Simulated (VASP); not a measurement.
# TaF3 (Pm-3m) in VASP: settings compared, part 2 of 2

VASP 6.6.1.

### 5 Single point, PBE+U

This run uses another cell than the first one, of 17.69 Å³/atom, 1.008 times its volume.

Input file INCAR:

```
SYSTEM = TaF3
ALGO     = Normal         ! electronic algorithm
EDIFF    = 1E-7           ! SCF threshold, eV
ENCUT    = 520            ! plane-wave cutoff, eV
GGA      = PE             ! functional
ISIF     = 2              ! what is computed and relaxed
ISMEAR   = -1             ! smearing method
LASPH    = .TRUE.         ! aspherical terms in the spheres
LCHARG   = .FALSE.        ! write CHGCAR
LDAU     = .TRUE.         ! DFT+U
LDAUJ    = 0 0          
LDAUL    = 2 -1           ! shell
LDAUPRINT= 1            
LDAUTYPE = 2            
LDAUU    = 2 0            ! U, eV
LMAXMIX  = 4              ! l up to which the mixer works
LREAL    = .FALSE.        ! projectors in reciprocal space
LWAVE    = .FALSE.        ! write WAVECAR
NBANDS   = 24             ! bands
NELM     = 150            ! most SCF steps
PREC     = Accurate       ! precision mode
SIGMA    = 0.1            ! smearing width, eV
```

Input file KPOINTS:

```
k-points
0
G
  5 5 5
  0 0 0
```

Input file POSCAR:

```
TaF3
1.0
    4.1365012439      0.0000000000      0.0000000000
    0.0000000000      4.1365012439      0.0000000000
    0.0000000000      0.0000000000      4.1365012439
Ta F
1 3
Direct
    0.0000000000      0.0000000000      0.0000000000
    0.5000000000      0.0000000000      0.0000000000
    0.0000000000      0.5000000000      0.0000000000
    0.0000000000      0.0000000000      0.5000000000
```

Potentials or basis: VASP PAW PBE potentials, release 64 (Ta_pv, F).

Run with:

```console
$ cat potpaw_PBE.64/Ta_pv/POTCAR potpaw_PBE.64/F/POTCAR > POTCAR
$ mpirun -np 1 vasp_std > vasp.out
```

OUTCAR:

```text
SYSTEM = TaF3
   EDIFF = 1E-7
   ENCUT = 520
   GGA = PE
   ISIF = 2
   ISMEAR = -1
   LASPH = .TRUE.
   LREAL = .FALSE.
   NELM = 150
   PREC = Accurate

 ion  position               nearest neighbor table
   1  0.000  0.000  0.000-   2 2.07   3 2.07   4 2.07   4 2.07   3 2.07   2 2.07
   2  0.500  0.000  0.000-   1 2.07   1 2.07
   3  0.000  0.500  0.000-   1 2.07   1 2.07
   4  0.000  0.000  0.500-   1 2.07   1 2.07

  LATTYP: Found a simple cubic cell.
 ALAT       =     4.1365012439

  Lattice vectors:

 A1 = (   4.1365012439,   0.0000000000,   0.0000000000)
 A2 = (   0.0000000000,   4.1365012439,   0.0000000000)
 A3 = (   0.0000000000,   0.0000000000,   4.1365012439)

Analysis of symmetry for initial positions (statically):
=====================================================================
 Subroutine PRICEL returns:
 Original cell was already a primitive cell.

 Routine SETGRP: Setting up the symmetry group for a
 simple cubic supercell.

 Subroutine GETGRP returns: Found 48 space group operations
 (whereof 48 operations were pure point group operations)
 out of a pool of 48 trial point group operations.

The static configuration has the point symmetry O_h .

Analysis of symmetry for dynamics (positions and initial velocities):
=====================================================================
 Subroutine PRICEL returns:
 Original cell was already a primitive cell.

 Routine SETGRP: Setting up the symmetry group for a
 simple cubic supercell.
[... 161 lines left out ...]
  o =  0.1414  v =  0.0000  0.0000  0.0000  0.0000  0.0000  0.0000  0.0000 -0.9996 -0.0000  0.0287      0.0000  0.0000  0.0000  0.0000  0.0000  0.0000  0.0000  0.0000  0.0000  0.0000
  o =  0.2966  v =  1.0000  0.0000  0.0000  0.0000  0.0000  0.0000  0.0000  0.0000  0.0000  0.0000      0.0000  0.0000  0.0000  0.0000  0.0000  0.0000  0.0000  0.0000  0.0000  0.0000
  o =  0.2966  v =  0.0000  0.0000  0.0000  0.0000  0.0000  1.0000  0.0000  0.0000  0.0000  0.0000      0.0000  0.0000  0.0000  0.0000  0.0000  0.0000  0.0000  0.0000  0.0000  0.0000
  o =  0.2966  v =  0.0000  0.0000  0.0000  0.0000  0.0000  0.0000  0.6821  0.0000 -0.7313 -0.0000      0.0000  0.0000  0.0000  0.0000  0.0000  0.0000  0.0000  0.0000  0.0000  0.0000
  o =  0.2966  v =  0.0000  0.0000  0.0000  0.0000  0.0000  0.0000 -0.7313 -0.0000 -0.6821  0.0000      0.0000  0.0000  0.0000  0.0000  0.0000  0.0000  0.0000  0.0000  0.0000  0.0000
  o =  0.2966  v =  0.0000 -0.7313 -0.0000 -0.6821  0.0000  0.0000  0.0000  0.0000  0.0000  0.0000      0.0000  0.0000  0.0000  0.0000  0.0000  0.0000  0.0000  0.0000  0.0000  0.0000
  o =  0.2966  v =  0.0000  0.6821  0.0000 -0.7313 -0.0000  0.0000  0.0000  0.0000  0.0000  0.0000      0.0000  0.0000  0.0000  0.0000  0.0000  0.0000  0.0000  0.0000  0.0000  0.0000

 number of electron      32.0000018 magnetization

 Free energy of the ion-electron system (eV)
  ---------------------------------------------------
  ext. energy  EPLUGINS =         0.00000000
  ---------------------------------------------------
  free energy    TOTEN  =       -25.09615252 eV

  energy without entropy =      -24.98776968  energy(sigma->0) =      -25.04196110

 E-fermi :   3.3054     XC(G=0):  -8.2609

 val. band max:        3.2459306581   @ k =   0.4000   0.2000   0.2000
 cond. band min:       3.4775819181   @ k =   0.4000   0.0000   0.0000
 fundamental gap:      0.2316512600
 Fermi energy:         3.3053537566

 k-point     1 :       0.0000    0.0000    0.0000
  band No.  band energies     occupation
      1     -33.9917      2.00000
      2     -33.9917      2.00000
      3     -33.9917      2.00000
      4     -24.3567      2.00000
      5     -24.0492      2.00000
      6     -24.0492      2.00000
[... 259 lines left out ...]
     23      10.1096      0.00000
     24      10.1096      0.00000

------------------------ aborting loop because EDIFF is reached ----------------------------------------

  FORCE on cell =-STRESS in cart. coord.  units (eV):
  Direction    XX          YY          ZZ          XY          YZ          ZX
  --------------------------------------------------------------------------------------
  -------------------------------------------------------------------------------------
  Total        0.4180933      0.4180933      0.4180933     -0.0000000     -0.0000000      0.0000000
  in kB        9.4642095      9.4642095      9.4642095     -0.0000000     -0.0000000      0.0000000
  external PRESSURE =       9.4642095 kB  Pullay stress =       0.0000000 kB

 VOLUME and BASIS-vectors are now :
 -----------------------------------------------------------------------------
  energy-cutoff  :      520.00
  volume of cell :       70.78
      direct lattice vectors                 reciprocal lattice vectors
     4.136501244  0.000000000  0.000000000     0.241750199  0.000000000  0.000000000
     0.000000000  4.136501244  0.000000000     0.000000000  0.241750199  0.000000000
     0.000000000  0.000000000  4.136501244     0.000000000  0.000000000  0.241750199

 POSITION                                       TOTAL-FORCE (eV/Angst)
 -----------------------------------------------------------------------------------
      0.00000      0.00000      0.00000         0.000000      0.000000      0.000000
      2.06825      0.00000      0.00000         0.000000      0.000000      0.000000
      0.00000      2.06825      0.00000         0.000000      0.000000      0.000000
      0.00000      0.00000      2.06825         0.000000      0.000000      0.000000
 -----------------------------------------------------------------------------------
    total drift:                                0.000000      0.000000     -0.000000

  FREE ENERGIE OF THE ION-ELECTRON SYSTEM (eV)
  ---------------------------------------------------
  free  energy   TOTEN  =       -25.0961525223 eV

  energy  without entropy=      -24.9877696751  energy(sigma->0) =      -25.04196110
```

OSZICAR:

```text
N       E                     dE             d eps       ncg     rms          rms(c)
DAV:   1     0.259086708999E+03    0.25909E+03   -0.17575E+04   480   0.125E+03
DAV:   2    -0.141314989719E+02   -0.27322E+03   -0.26489E+03   616   0.361E+02
DAV:   3    -0.277097887138E+02   -0.13578E+02   -0.13465E+02   600   0.794E+01
DAV:   4    -0.278221299535E+02   -0.11234E+00   -0.11232E+00   528   0.822E+00
DAV:   5    -0.278232332665E+02   -0.11033E-02   -0.11033E-02   616   0.777E-01    0.210E+01
DAV:   6    -0.250845642680E+02    0.27387E+01   -0.95529E+00   512   0.267E+01    0.976E+00
DAV:   7    -0.250809899068E+02    0.35744E-02   -0.29597E-01   496   0.457E+00    0.658E+00
DAV:   8    -0.250983869966E+02   -0.17397E-01   -0.60600E-02   488   0.229E+00    0.127E+00
DAV:   9    -0.250950216773E+02    0.33653E-02   -0.13682E-02   560   0.909E-01    0.544E-01
DAV:  10    -0.250960107918E+02   -0.98911E-03   -0.11114E-03   488   0.329E-01    0.508E-02
DAV:  11    -0.250961483172E+02   -0.13753E-03   -0.17160E-04   480   0.987E-02    0.394E-02
DAV:  12    -0.250961510613E+02   -0.27441E-05   -0.68867E-06   552   0.265E-02    0.580E-03
DAV:  13    -0.250961523828E+02   -0.13215E-05   -0.20231E-06   504   0.982E-03    0.144E-03
DAV:  14    -0.250961525146E+02   -0.13174E-06   -0.32768E-08   448   0.132E-03    0.252E-04
DAV:  15    -0.250961525223E+02   -0.77721E-08   -0.19263E-08   320   0.910E-04
   1 F= -.25096153E+02 E0= -.25041961E+02  d E =-.108383E+00
```

stdout:

```text
POSCAR found type information on POSCAR TaF
 POSCAR found :  2 types and       4 ions
 scaLAPACK will be used
 LDA part: xc-table for (Slater+PW92), standard interpolation
 POSCAR, INCAR and KPOINTS ok, starting setup
 FFT: planning ... GRIDC
 FFT: planning ... GRID_SOFT
 FFT: planning ... GRID
 WAVECAR not read
 entering main loop
```

It took 19 s on 1 thread of AMD EPYC 9R45 (Zen 5), shared host; peak memory 0.14 GiB.

What came out:

| Item | Value |
| --- | --- |
| Free energy | -25.0962 eV |
| Pressure | 0.9 GPa |
| Band gap on the k mesh | zero (band 16 reaches 4.37 eV, above the bottom of band 17 at 2.44 eV) |

Eigenvalues of the final occupation matrices:
| site | spin | trace | eigenvalues |
| --- | --- | --- | --- |
| site 1 d | 1 | 1.17 | 0.14 0.14 0.30 0.30 0.30 |
| site 1 d | 2 | 1.17 | 0.14 0.14 0.30 0.30 0.30 |

Caveat: spin-orbit coupling is left out, which moves the levels of the heavy elements; U without spin polarisation on a metal has little footing.

### 6 Relaxation of cell and atoms, PBE

This run uses another cell than the first one, of 15.38 Å³/atom, 0.876 times its volume.

Input file INCAR:

```
SYSTEM = TaF3
PREC = Accurate
ENCUT = 600
EDIFF = 1E-7
ISMEAR = -1
SIGMA = 0.1
LREAL = .False.
LASPH = .True.
NELM = 60
ALGO = Normal
ISIF = 3
LWAVE = .False.
LCHARG = .False.
GGA = PE
IBRION = 2
NSW = 60
EDIFFG = -0.01
```

Input file KPOINTS:

```
Automatic mesh
0
Gamma
  5 5 5
  0 0 0
```

Input file POSCAR:

```
TaF3
1.0
    3.9477130000      0.0000000000      0.0000000000
    0.0000000000      3.9477130000      0.0000000000
    0.0000000000      0.0000000000      3.9477130000
Ta F
1 3
Direct
    0.0000000000      0.0000000000      0.0000000000
    0.5000000000      0.0000000000      0.0000000000
    0.0000000000      0.5000000000      0.0000000000
    0.0000000000      0.0000000000      0.5000000000
```

Potentials or basis: VASP PAW PBE potentials, release 64 (Ta_pv, F).

Run with:

```console
$ cat potpaw_PBE.64/Ta_pv/POTCAR potpaw_PBE.64/F/POTCAR > POTCAR
$ mpirun -np 1 vasp_std > vasp.out
```

OUTCAR:

```text
SYSTEM = TaF3
   PREC = Accurate
   ENCUT = 600
   EDIFF = 1E-7
   ISMEAR = -1
   LREAL = .False.
   LASPH = .True.
   NELM = 60
   ISIF = 3
   GGA = PE
   IBRION = 2
   NSW = 60
   EDIFFG = -0.01

 ion  position               nearest neighbor table
   1  0.000  0.000  0.000-   2 1.97   3 1.97   4 1.97   4 1.97   3 1.97   2 1.97
   2  0.500  0.000  0.000-   1 1.97   1 1.97
   3  0.000  0.500  0.000-   1 1.97   1 1.97
   4  0.000  0.000  0.500-   1 1.97   1 1.97

  LATTYP: Found a simple cubic cell.
 ALAT       =     3.9477130000

  Lattice vectors:

 A1 = (   3.9477130000,   0.0000000000,   0.0000000000)
 A2 = (   0.0000000000,   3.9477130000,   0.0000000000)
 A3 = (   0.0000000000,   0.0000000000,   3.9477130000)

Analysis of symmetry for initial positions (statically):
=====================================================================
 Subroutine PRICEL returns:
 Original cell was already a primitive cell.

 Routine SETGRP: Setting up the symmetry group for a
 simple cubic supercell.

 Subroutine GETGRP returns: Found 48 space group operations
 (whereof 48 operations were pure point group operations)
 out of a pool of 48 trial point group operations.

The static configuration has the point symmetry O_h .

Analysis of symmetry for dynamics (positions and initial velocities):
=====================================================================
 Subroutine PRICEL returns:
 Original cell was already a primitive cell.

 Routine SETGRP: Setting up the symmetry group for a
 simple cubic supercell.

 Subroutine GETGRP returns: Found 48 space group operations
 (whereof 48 operations were pure point group operations)
 out of a pool of 48 trial point group operations.

The dynamic configuration has the point symmetry O_h .

[... 103 lines left out ...]
   EFERMI_NEDOS =   21; number of points for ismear=-14 and -15
   IALGO  =     38    algorithm
   IMIX   =      4    mixing-type and parameters
     AMIX     =   0.40;   BMIX     =  1.00
     AMIX_MAG =   1.60;   BMIX_MAG =  1.00
  volume/ion in A,a.u.               =      15.38       103.79
  Fermi-wavevector in a.u.,A,eV,Ry     =   1.316576  2.487968 23.583961  1.733372
  Thomas-Fermi vector in A             =   2.446678
   LORBIT       =      0    0 simple, 1 ext, 2 COOP (PROOUT), +10 PAW based schemes
   GGA     = PE    functional components
   LHFCALC =     F    Hartree Fock is set to
   AEXX    =    0.0000 exact exchange contribution
   IVDW    =     0    specifies the selected vdW correction
   LEPSILON=     F    determine dielectric tensor
   LRPA    =     F    only Hartree local field effects (RPA)
 conjugate gradient relaxation of ions
 non-spin polarized calculation
  energy-cutoff  :      600.00
  volume of cell :       61.52
 maximum number of plane-waves:      2103
 NGX is ok and might be reduce to    32
   NGX = 15   NGY = 15   NGZ = 15

--------------------------------------- Ionic step        1  -------------------------------------------

 number of electron      31.9999980 magnetization

 Free energy of the ion-electron system (eV)
  ---------------------------------------------------
  ext. energy  EPLUGINS =         0.00000000
  ---------------------------------------------------
  free energy    TOTEN  =       -26.38503879 eV

  energy without entropy =      -26.30176257  energy(sigma->0) =      -26.34340068

------------------------ aborting loop because EDIFF is reached ----------------------------------------

  FORCE on cell =-STRESS in cart. coord.  units (eV):
  Direction    XX          YY          ZZ          XY          YZ          ZX
  --------------------------------------------------------------------------------------
  -------------------------------------------------------------------------------------
  Total        7.2444508      7.2444508      7.2444508      0.0000000     -0.0000000      0.0000000
  in kB      188.6597858    188.6597858    188.6597858      0.0000000     -0.0000000      0.0000000
  external PRESSURE =     188.6597858 kB  Pullay stress =       0.0000000 kB
[... 95 lines left out ...]
  FREE ENERGIE OF THE ION-ELECTRON SYSTEM (eV)
  ---------------------------------------------------
  free  energy   TOTEN  =       -26.8397652188 eV

  energy  without entropy=      -26.7337384797  energy(sigma->0) =      -26.78675185

[... ionic steps 4 to 13 ...]

--------------------------------------- Ionic step       14  -------------------------------------------

 number of electron      32.0000025 magnetization

------------------------ aborting loop because EDIFF is reached ----------------------------------------
[... 71 lines left out ...]
--------------------------------------- Ionic step       16  -------------------------------------------

 number of electron      32.0000025 magnetization

 Free energy of the ion-electron system (eV)
  ---------------------------------------------------
  ext. energy  EPLUGINS =         0.00000000
  ---------------------------------------------------
  free energy    TOTEN  =       -26.83981633 eV

  energy without entropy =      -26.73430282  energy(sigma->0) =      -26.78705957

 E-fermi :   3.2182     XC(G=0):  -8.2875

 val. band max:        3.1540073076   @ k =   0.4000   0.2000   0.2000
 cond. band min:       3.3923354819   @ k =   0.4000   0.0000   0.0000
 fundamental gap:      0.2383281743
 Fermi energy:         3.2181891317

 k-point     1 :       0.0000    0.0000    0.0000
  band No.  band energies     occupation
      1     -33.6905      2.00000
      2     -33.6905      2.00000
      3     -33.6905      2.00000
      4     -24.3829      2.00000
      5     -24.1012      2.00000
      6     -24.1012      2.00000
[... 250 lines left out ...]
  FREE ENERGIE OF THE ION-ELECTRON SYSTEM (eV)
  ---------------------------------------------------
  free  energy   TOTEN  =       -26.8398163256 eV

  energy  without entropy=      -26.7343028190  energy(sigma->0) =      -26.78705957

 reached required accuracy - stopping structural energy minimisation
```

Wall time 83 s (1 thread of AMD EPYC 9R45 (Zen 5), shared host); peak memory 0.16 GiB.

Results:

- Free energy: -26.8398 eV
- Relaxed volume: 17.55 Å³/atom
- Relaxed cell: a = 4.125 Å, b = 4.125 Å, c = 4.125 Å, α = 90.00°, β = 90.00°, γ = 90.00°
- Space group after relaxing (to 0.05 Å): Pm-3m (No. 221)
- Energy gained by relaxing: 113.7 meV/atom
- Ionic steps: 16
- Pressure after relaxing: 0.1 GPa
- Band gap on the k mesh: zero (band 16 reaches 4.30 eV, above the bottom of band 17 at 2.34 eV)

Step by step:
| step | energy change (eV) | largest force (eV/Å) | pressure (GPa) | volume (Å³) |
| --- | --- | --- | --- | --- |
| 1 | 0.0000 | 0.0000 | 18.87 | 61.52 |
| 2 | -0.1628 | 0.0000 | -9.54 | 79.10 |
| 3 | -0.4547 | 0.0000 | -0.17 | 70.39 |
| 4 | -0.4548 | 0.0000 | 0.10 | 70.20 |
| 5 | -0.4548 | 0.0000 | 0.10 | 70.20 |
| 6 | -0.4548 | 0.0000 | 0.10 | 70.20 |
| 7 | -0.4548 | 0.0000 | 0.10 | 70.20 |
| 8 | -0.4548 | 0.0000 | 0.10 | 70.20 |
| 9 | -0.4548 | 0.0000 | 0.10 | 70.20 |
| 10 | -0.4548 | 0.0000 | 0.10 | 70.20 |
| 11 | -0.4548 | 0.0000 | 0.10 | 70.20 |
| 12 | -0.4548 | 0.0000 | 0.10 | 70.20 |
| 13 | -0.4548 | 0.0000 | 0.10 | 70.20 |
| 14 | -0.4548 | 0.0000 | 0.10 | 70.21 |
| 15 | -0.4548 | 0.0000 | 0.09 | 70.21 |
| 16 | -0.4548 | 0.0000 | 0.08 | 70.21 |

Final structure:
```
Ta F
1.0
     4.12546    0.00000    0.00000
     0.00000    4.12546    0.00000
     0.00000    0.00000    4.12546
Ta F
1 3
Direct
  0.00000 0.00000 0.00000
  0.50000 0.00000 0.00000
  0.00000 0.50000 0.00000
  0.00000 0.00000 0.50000
```

Caveat: spin-orbit coupling is left out, which moves the levels of the heavy elements; the volume moved by +14 % from the deposited cell, more than functionals usually miss. Zero-point motion and thermal expansion aren't in these numbers.

### 7 Overview

```csv
task,level,U,cell,cutoff (eV),gap on the mesh (eV),pressure (GPa)
single point,PBE,-,"a = 4.125 Å, 4 atoms",520,none,0.1
single point,PBE+U,Ta d U = 2.0 eV,"a = 4.137 Å, 4 atoms",520,none,0.9
relaxation of cell and atoms,PBE,-,"relaxed from a = 3.948 Å, 4 atoms",600,none,0.1
```

Alike in all rows: potentials or basis VASP PAW PBE potentials, release 64 (Ta_pv, F); no spin polarisation; k mesh 5 × 5 × 5; smearing fermi-dirac 0.1 eV.

Caveats: spin-orbit coupling is left out, which moves the levels of the heavy elements; U without spin polarisation on a metal has little footing (some runs); the volume moved by +14 % from the deposited cell, more than functionals usually miss (some runs).

Total energies depend on the potentials used, so only differences within one code and one set of settings carry meaning.
